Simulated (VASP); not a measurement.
# SiO2 (P6_422) in VASP: further runs

SiO2 is run at these levels: PBEsol, PBE; tasks: single point.

Program: VASP 6.6.1. These are calculated values, not measurements. Logs are shortened: lines on timing, memory, paths and dates and some standing lists are left out, and cuts for length are marked.

## Step 1: The cell of the first run

The structure is hexagonal, space group P6_422 (No. 181). The conventional cell has a = 5.081 Å, b = 5.081 Å, c = 5.559 Å, α = 90.00°, β = 90.00°, γ = 120.00°. Within 2.1 Å of Si (site symmetry 222) lie 4 O at 1.62 Å. O (site symmetry 2) has 2 Si at 1.62 Å within 2.1 Å.

## Step 2: Single point, PBEsol

INCAR

```
ALGO = Normal ; EDIFF = 1E-6
ENCUT = 520 ; GGA = PS
ISIF = 2 ; ISMEAR = -1
LASPH = T ; LCHARG = F
LREAL = F ; LWAVE = F
NBANDS = 34 ; NELM = 100
PREC = Accurate ; SIGMA = 0.02
```

KPOINTS

```
k-points
0
Gamma
  6 6 4
```

POSCAR

```
SiO2
1.0
    5.0805610671      0.0000000000      0.0000000000
   -2.5402805335      4.3998949496      0.0000000000
    0.0000000000      0.0000000000      5.5585925248
Si O
3 6
Direct
    0.0000000000      0.5000000000      0.3333333333
    0.5000000000      0.5000000000      0.6666666667
    0.5000000000      0.0000000000      0.0000000000
    0.5843974783      0.7921987392      0.8333333333
    0.7921987392      0.5843974783      0.5000000000
    0.7921987392      0.2078012608      0.1666666667
    0.4156025217      0.2078012608      0.8333333333
    0.2078012608      0.4156025217      0.5000000000
    0.2078012608      0.7921987392      0.1666666667
```

Potentials or basis: VASP PAW PBE potentials, release 64 (Si, O).

On the command line:

```console
$ cat potpaw_PBE.64/Si/POTCAR potpaw_PBE.64/O/POTCAR > POTCAR
$ mpirun -np 1 vasp_std > vasp.out
```

OUTCAR:

```text
EDIFF = 1E-6
   ENCUT = 520
   GGA = PS
   ISIF = 2
   ISMEAR = -1
   LASPH = T
   LREAL = F
   NELM = 100
   PREC = Accurate

 ion  position               nearest neighbor table
   1  0.000  0.500  0.333-   6 1.62   9 1.62   8 1.62   5 1.62   3 3.14   3 3.14   2 3.14   2 3.14

   2  0.500  0.500  0.667-   4 1.62   7 1.62   5 1.62   8 1.62   3 3.14   3 3.14   1 3.14   1 3.14

   3  0.500  0.000  0.000-   4 1.62   7 1.62   6 1.62   9 1.62   2 3.14   2 3.14   1 3.14   1 3.14

   4  0.584  0.792  0.833-   3 1.62   2 1.62
   5  0.792  0.584  0.500-   1 1.62   2 1.62
   6  0.792  0.208  0.167-   1 1.62   3 1.62
   7  0.416  0.208  0.833-   3 1.62   2 1.62
   8  0.208  0.416  0.500-   1 1.62   2 1.62
   9  0.208  0.792  0.167-   1 1.62   3 1.62

  LATTYP: Found a hexagonal cell.
 ALAT       =     5.0805610671
 C/A-ratio  =     1.0940902887

  Lattice vectors:

 A1 = (   5.0805610671,   0.0000000000,   0.0000000000)
 A2 = (  -2.5402805335,   4.3998949496,   0.0000000000)
 A3 = (   0.0000000000,   0.0000000000,   5.5585925248)

Analysis of symmetry for initial positions (statically):
=====================================================================
 Subroutine PRICEL returns:
 Original cell was already a primitive cell.

 Routine SETGRP: Setting up the symmetry group for a
 hexagonal supercell.

 Subroutine GETGRP returns: Found 12 space group operations
 (whereof  4 operations were pure point group operations)
 out of a pool of 24 trial point group operations.

The static configuration has the point symmetry D_2 .
 The point group associated with its full space group is D_6 .

Analysis of symmetry for dynamics (positions and initial velocities):
=====================================================================
 Subroutine PRICEL returns:
 Original cell was already a primitive cell.

 Routine SETGRP: Setting up the symmetry group for a
 hexagonal supercell.

 Subroutine GETGRP returns: Found 12 space group operations
 (whereof  4 operations were pure point group operations)
 out of a pool of 24 trial point group operations.

The dynamic configuration has the point symmetry D_2 .
 The point group associated with its full space group is D_6 .

 Subroutine INISYM returns: Found 12 space group operations
 (whereof  4 operations are pure point group operations),
 and found     1 'primitive' translations

----------------------------------------------------------------------------------------

                                     Primitive cell

  volume of cell :     124.2564

  direct lattice vectors                    reciprocal lattice vectors
     5.080561067  0.000000000  0.000000000     0.196828655  0.113639077  0.000000000
    -2.540280533  4.399894950  0.000000000     0.000000000  0.227278154  0.000000000
     0.000000000  0.000000000  5.558592525     0.000000000  0.000000000  0.179901656

  length of vectors
     5.080561067  5.080561067  5.558592525     0.227278154  0.227278154  0.179901656

  position of ions in fractional coordinates (direct lattice)
     0.000000000  0.500000000  0.333333333
     0.500000000  0.500000000  0.666666667
     0.500000000  0.000000000  0.000000000
     0.584397478  0.792198739  0.833333333
     0.792198739  0.584397478  0.500000000
     0.792198739  0.207801261  0.166666667
     0.415602522  0.207801261  0.833333333
     0.207801261  0.415602522  0.500000000
     0.207801261  0.792198739  0.166666667

  ion indices of the primitive-cell ions
   primitive index   ion index
                 1           1
                 2           2
                 3           3
                 4           4
                 5           5
                 6           6
                 7           7
                 8           8
                 9           9

----------------------------------------------------------------------------------------

 KPOINTS: k-points

Automatic generation of k-mesh.
 Grid dimensions read from file:
 generate k-points for:    6    6    4

 Generating k-lattice:

  Cartesian coordinates                     Fractional coordinates (reciprocal lattice)
     0.032804776  0.018939846  0.000000000     0.166666667  0.000000000  0.000000000
     0.000000000  0.037879692  0.000000000     0.000000000  0.166666667  0.000000000
     0.000000000  0.000000000  0.044975414     0.000000000  0.000000000  0.250000000

  Length of vectors
     0.037879692  0.037879692  0.044975414

  Shift w.r.t. Gamma in fractional coordinates (k-lattice)
     0.000000000  0.000000000  0.000000000

 Subroutine IBZKPT returns following result:
 ===========================================

 Found     21 irreducible k-points:

 Following reciprocal coordinates:
            Coordinates               Weight
  0.000000  0.000000  0.000000      1.000000
  0.166667  0.000000  0.000000      6.000000
  0.333333  0.000000  0.000000      6.000000
  0.500000  0.000000  0.000000      3.000000
  0.166667  0.166667  0.000000      6.000000
  0.333333  0.166667  0.000000     12.000000
[... 13 lines left out ...]
  0.333333  0.166667  0.500000     12.000000
  0.333333  0.333333  0.500000      2.000000
   k-points           NKPTS =     21   k-points in BZ     NKDIM =     21   number of bands    NBANDS=     34
   number of dos      NEDOS =    301   number of ions     NIONS =      9
   total plane-waves  NPLWV =  67200
   dimension x,y,z NGX =    40 NGY =   40 NGZ =   42
   dimension x,y,z NGXF=    80 NGYF=   80 NGZF=   84
   ions per type =               3   6
   NGX,Y,Z   is equivalent  to a cutoff of  13.09, 13.09, 12.56 a.u.
   NGXF,Y,Z  is equivalent  to a cutoff of  26.18, 26.18, 25.12 a.u.
 SYSTEM =  unknown system
   PREC   = accura    normal or accurate (medium, high low for compatibility)
   ISTART =      0    job   : 0-new  1-cont  2-samecut
   ICHARG =      2    charge: 1-file 2-atom 10-const
   ISPIN  =      1    spin polarized calculation?
   LNONCOLLINEAR =      F non collinear calculations
   LSORBIT =      F    spin-orbit coupling
   LASPH  =      T    aspherical Exc in radial PAW
   ENCUT  =  520.0 eV  38.22 Ry    6.18 a.u.   9.45  9.45 10.34*2*pi/ulx,y,z
   NELM   =    100;   NELMIN=  2; NELMDL= -5     # of ELM steps
   EDIFF  = 0.1E-05   stopping-criterion for ELM
   LREAL  =      F    real-space projection
   EDIFFG = 0.1E-04   stopping-criterion for IOM
   NSW    =      0    number of steps for IOM
   IBRION =     -1    ionic relax: 0-MD 1-quasi-New 2-CG
   NFREE  =      0    steps in history (QN), initial steepest desc. (CG)
   ISIF   =      2    stress and relaxation
   ISYM   =      2    0-nonsym 1-usesym 2-fastsym
   POTIM  = 0.5000    time-step for ionic-motion
   TEBEG  =    0.0;   TEEND  =   0.0 temperature during run
   PSTRESS=    0.0 pullay stress
   NELECT =      48.0000    total number of electrons
   NUPDOWN=      -1.0000    fix difference up-down
   EMIN   =  10.00;   EMAX   =-10.00  energy-range for DOS
   EFERMI =   0.00;   METHOD = LEGACY
   ISMEAR =    -1;   SIGMA  =   0.02  broadening in eV -4-tet -1-fermi 0-gaus
   EFERMI_NEDOS =   21; number of points for ismear=-14 and -15
   IALGO  =     38    algorithm
   IMIX   =      4    mixing-type and parameters
     AMIX     =   0.40;   BMIX     =  1.00
     AMIX_MAG =   1.60;   BMIX_MAG =  1.00
  volume/ion in A,a.u.               =      13.81        93.17
  Fermi-wavevector in a.u.,A,eV,Ry     =   1.192291  2.253103 19.341472  1.421558
  Thomas-Fermi vector in A             =   2.328333
   LORBIT       =      0    0 simple, 1 ext, 2 COOP (PROOUT), +10 PAW based schemes
   GGA     = PS    functional components
   LHFCALC =     F    Hartree Fock is set to
   AEXX    =    0.0000 exact exchange contribution
   IVDW    =     0    specifies the selected vdW correction
   LEPSILON=     F    determine dielectric tensor
   LRPA    =     F    only Hartree local field effects (RPA)
 non-spin polarized calculation
  energy-cutoff  :      520.00
  volume of cell :      124.26
 maximum number of plane-waves:      3368
 NGX is ok and might be reduce to    40
   NGX = 19   NGY = 19   NGZ = 21

 number of electron      47.9999976 magnetization

 Free energy of the ion-electron system (eV)
  ---------------------------------------------------
  ext. energy  EPLUGINS =         0.00000000
  ---------------------------------------------------
  free energy    TOTEN  =       -73.96020748 eV

  energy without entropy =      -73.96020748  energy(sigma->0) =      -73.96020748

 E-fermi :   0.8360     XC(G=0):  -8.8575

 val. band max:        0.3671149025   @ k =   0.5000   0.0000   0.0000
 cond. band min:       5.9181730390   @ k =   0.0000   0.0000   0.0000
 fundamental gap:      5.5510581365
 Fermi energy:         0.8360279625

 k-point     1 :       0.0000    0.0000    0.0000
  band No.  band energies     occupation
      1     -18.9316      2.00000
      2     -17.4739      2.00000
      3     -17.4739      2.00000
      4     -16.8680      2.00000
      5     -16.8351      2.00000
      6     -16.8351      2.00000
[... 26 lines left out ...]
     33      13.2650      0.00000
     34      13.2655      0.00000

 k-point     2 :       0.1667    0.0000    0.0000
  band No.  band energies     occupation
      1     -18.8577      2.00000
      2     -17.5767      2.00000
      3     -17.4698      2.00000
      4     -16.8674      2.00000
      5     -16.8440      2.00000
      6     -16.8400      2.00000
[... 26 lines left out ...]
     33      13.0372      0.00000
     34      13.4683      0.00000
[... 664 lines left out ...]
     33      11.5037      0.00000
     34      11.7964      0.00000

 k-point    21 :       0.3333    0.3333    0.5000
  band No.  band energies     occupation
      1     -18.4365      2.00000
      2     -17.7829      2.00000
      3     -17.7829      2.00000
      4     -16.8807      2.00000
      5     -16.8615      2.00000
      6     -16.8615      2.00000
[... 26 lines left out ...]
     33      11.6771      0.00000
     34      11.7132      0.00000

------------------------ aborting loop because EDIFF is reached ----------------------------------------

  FORCE on cell =-STRESS in cart. coord.  units (eV):
  Direction    XX          YY          ZZ          XY          YZ          ZX
  --------------------------------------------------------------------------------------
  -------------------------------------------------------------------------------------
  Total        0.3990997      0.3990997      0.4438538      0.0000000      0.0000000     -0.0000000
  in kB        5.1460403      5.1460403      5.7231046      0.0000000      0.0000000     -0.0000000
  external PRESSURE =       5.3383951 kB  Pullay stress =       0.0000000 kB

 VOLUME and BASIS-vectors are now :
 -----------------------------------------------------------------------------
  energy-cutoff  :      520.00
  volume of cell :      124.26
      direct lattice vectors                 reciprocal lattice vectors
     5.080561067  0.000000000  0.000000000     0.196828655  0.113639077  0.000000000
    -2.540280533  4.399894950  0.000000000     0.000000000  0.227278154  0.000000000
     0.000000000  0.000000000  5.558592525     0.000000000  0.000000000  0.179901656

 POSITION                                       TOTAL-FORCE (eV/Angst)
 -----------------------------------------------------------------------------------
     -1.27014      2.19995      1.85286        -0.000000      0.000000     -0.000000
      1.27014      2.19995      3.70573        -0.000000      0.000000     -0.000000
      2.54028      0.00000      0.00000        -0.000000      0.000000     -0.000000
      0.95666      3.48559      4.63216         0.007511      0.004337      0.000000
      2.54028      2.57129      2.77930         0.000000      0.008673     -0.000000
      3.49694      0.91430      0.92643         0.007511     -0.004337      0.000000
      1.58362      0.91430      4.63216        -0.007511     -0.004337      0.000000
     -0.00000      1.82861      2.77930        -0.000000     -0.008673     -0.000000
     -0.95666      3.48559      0.92643        -0.007511      0.004337     -0.000000
 -----------------------------------------------------------------------------------
    total drift:                                0.000000     -0.000000      0.000001

  FREE ENERGIE OF THE ION-ELECTRON SYSTEM (eV)
  ---------------------------------------------------
  free  energy   TOTEN  =       -73.9602074799 eV

  energy  without entropy=      -73.9602074799  energy(sigma->0) =      -73.96020748
```

It took 47 s on 1 thread of Intel Xeon 6975P-C (Granite Rapids), shared host; peak memory 0.26 GiB.

Results:

| Item | Value |
| --- | --- |
| Free energy | -73.9602 eV |
| Pressure | 0.5 GPa |
| Largest force | 0.009 eV/Å |
| Band gap on the k mesh | 5.55 eV (least direct gap 5.74 eV) |

Forces on the atoms (eV/Å):
```
Si   0.000  0.000  0.000
Si   0.000  0.000  0.000
Si   0.000  0.000  0.000
O    0.008  0.004  0.000
O    0.000  0.009  0.000
O    0.008 -0.004  0.000
O   -0.008 -0.004  0.000
O    0.000 -0.009  0.000
O   -0.008  0.004  0.000
```

Caveat: the PAW data sets were made with another functional, which shifts forces and pressure a little.

## Step 3: Single point, PBE

This run uses another cell than the first one, of 14.01 Å³/atom.

INCAR

```
SYSTEM = SiO2
PREC = Accurate
ENCUT = 520
EDIFF = 1E-6
ISMEAR = -1
SIGMA = 0.02
LREAL = .FALSE.
LASPH = .TRUE.
NELM = 60
ALGO = Normal
ISIF = 2
LWAVE = .FALSE.
LCHARG = .FALSE.
GGA = PE
NBANDS = 34
```

KPOINTS

```
Automatic mesh
0
G
  6 6 4
  0 0 0
```

POSCAR

```
SiO2
1.0
    5.1053779127      0.0000000000      0.0000000000
   -2.5526889563      4.4213869683      0.0000000000
    0.0000000000      0.0000000000      5.5850468334
Si O
3 6
Direct
    0.0000000000      0.5000000000      0.3333333333
    0.5000000000      0.5000000000      0.6666666667
    0.5000000000      0.0000000000      0.0000000000
    0.5839605947      0.7919802973      0.8333333333
    0.7919802973      0.5839605947      0.5000000000
    0.7919802973      0.2080197027      0.1666666667
    0.4160394053      0.2080197027      0.8333333333
    0.2080197027      0.4160394053      0.5000000000
    0.2080197027      0.7919802973      0.1666666667
```

Potentials or basis: VASP PAW PBE potentials, release 64 (Si, O).

On the command line:

```console
$ cat potpaw_PBE.64/Si/POTCAR potpaw_PBE.64/O/POTCAR > POTCAR
$ mpirun -np 1 vasp_std > vasp.out
```

Run time: 46 s. Hardware: 1 thread of Intel Xeon 6975P-C (Granite Rapids), shared host; peak memory 0.26 GiB.

Results (log left out):

```yaml
Free_energy: -71.1259 eV
Pressure: 0.1 GPa
Largest_force: 0.012 eV/Å
Band_gap_on_the_k_mesh: 5.55 eV (least direct gap 5.73 eV)
```

Forces on the atoms (eV/Å):
```
Si   0.000  0.000  0.000
Si   0.000  0.000  0.000
Si   0.000  0.000  0.000
O   -0.011 -0.006  0.000
O    0.000 -0.012  0.000
O   -0.011  0.006  0.000
O    0.011  0.006  0.000
O    0.000  0.012  0.000
O    0.011 -0.006  0.000
```

Levels at points of the mesh, in eV from the valence-band top:
| k point | band 21 | band 22 | band 23 | band 24 | band 25 | band 26 | band 27 | band 28 |
| --- | --- | --- | --- | --- | --- | --- | --- | --- |
| (0.00, 0.00, 0.00) | -0.96 | -0.44 | -0.44 | -0.18 | 5.55 | 8.84 | 8.84 | 9.09 |
| (0.50, 0.00, 0.00) | -1.11 | -0.96 | -0.34 | 0.00 | 7.59 | 8.41 | 9.51 | 9.54 |
| (0.00, 0.00, 0.50) | -1.11 | -0.28 | 0.00 | 0.00 | 7.37 | 7.37 | 8.40 | 9.66 |
| (0.50, 0.00, 0.50) | -0.88 | -0.70 | -0.67 | -0.33 | 8.25 | 8.85 | 9.20 | 9.37 |
